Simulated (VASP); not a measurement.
Wanted: the native input for a VASP 6.6.1 run.

```
Task                   : single point
Functional             : PBE
Potentials or basis    : VASP PAW PBE potentials, release 64 (Na_pv, H)
Cutoff                 : 520 eV
k mesh                 : 8 × 8 × 8
Occupations            : gaussian, width 0.02 eV
Spin                   : no spin polarisation
Dipole correction      : no
Further INCAR settings : ALGO = Normal; EDIFF = 1e-06; NBANDS = 11
```

The structure of NaH lies in POSCAR:

```
NaH
1.0
    0.0000000000      2.4152063951      2.4152063951
    2.4152063951      0.0000000000      2.4152063951
    2.4152063951      2.4152063951      0.0000000000
Na H
1 1
Direct
    0.0000000000      0.0000000000      0.0000000000
    0.5000000000      0.5000000000      0.5000000000
```

One way to write it, as run:

INCAR

```
PREC = Accurate
ENCUT = 520
EDIFF = 1E-6
ISMEAR = 0
SIGMA = 0.02
LREAL = F
LASPH = T
NELM = 100
ALGO = Normal
ISIF = 2
LWAVE = F
LCHARG = T
GGA = PE
LELF = T
LVHAR = T
NBANDS = 11
```

KPOINTS

```
Automatic mesh
0
Gamma
  8 8 8
```

Potentials or basis: VASP PAW PBE potentials, release 64 (Na_pv, H).

The run is started by

```bash
$ cat potpaw_PBE.64/Na_pv/POTCAR potpaw_PBE.64/H/POTCAR > POTCAR
$ mpirun -np 1 vasp_std > vasp.out
```

Results of the run:

```json
{
 "Pressure": "0.0 GPa",
 "Band gap on the k mesh": "3.76 eV (least direct gap 4.62 eV)"
}
```

It took 16 s on 1 thread of Intel Xeon 8259CL, with other jobs on the host, peak memory 0.15 GiB.
